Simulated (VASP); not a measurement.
A run of VASP 6.6.1 is set up as follows.

INCAR

```
SYSTEM = BaTiO3
PREC     = Accurate       ! precision mode
ENCUT    = 520            ! plane-wave cutoff, eV
EDIFF    = 1E-6           ! SCF threshold, eV
ISMEAR   = 0              ! smearing method
SIGMA    = 0.05           ! smearing width, eV
LREAL    = .False.        ! projectors in reciprocal space
LASPH    = .True.         ! aspherical terms in the spheres
NELM     = 100            ! most SCF steps
ALGO     = Normal         ! electronic algorithm
ISIF     = 2              ! what is computed and relaxed
LWAVE    = .False.        ! write WAVECAR
LCHARG   = .False.        ! write CHGCAR
GGA      = PE             ! functional
NBANDS   = 28             ! bands
```

The input KPOINTS:

```
regular mesh
0
Gamma
  8 8 8
  0 0 0
```

POSCAR

```
BaTiO3
1.0
    4.0192501416      0.0000000000      0.0000000000
    0.0000000000      4.0192501416      0.0000000000
    0.0000000000      0.0000000000      4.0192501416
Ba Ti O
1 1 3
Direct
    0.5000000000      0.4970619686      0.4970619686
    0.0000000000      0.0000000000      0.0000000000
    0.5000000000      0.0000000000      0.0000000000
    0.0000000000      0.5000000000      0.0000000000
    0.0000000000      0.0000000000      0.5000000000
```

Potentials or basis: VASP PAW PBE potentials, release 64 (Ba_sv, Ti_sv, O).

Launch:

```bash
$ cat potpaw_PBE.64/Ba_sv/POTCAR potpaw_PBE.64/Ti_sv/POTCAR potpaw_PBE.64/O/POTCAR > POTCAR
$ mpirun -np 1 vasp_std > vasp.out
```

Q: What does it give for the band gap on the k mesh?

A: 1.72 eV (least direct gap 1.88 eV).

Q: What does it give for the largest force?

A: 0.105 eV/Å.

Q: Estimate the pressure.

A: 1.7 GPa.

Forces on the atoms (eV/Å):
```
Ba   0.000  0.074  0.074
Ti   0.000 -0.039 -0.039
O    0.000 -0.010 -0.010
O    0.000 -0.014 -0.010
O    0.000 -0.010 -0.014
```

Caveat: the cell differs from its parent crystal (atom 1 (Ba) moved +0.017 Å towards its neighbour atom 3 (O) at 2.842 Å); spin-orbit coupling is left out, which moves the levels of the heavy elements. A k mesh can miss the band edges.
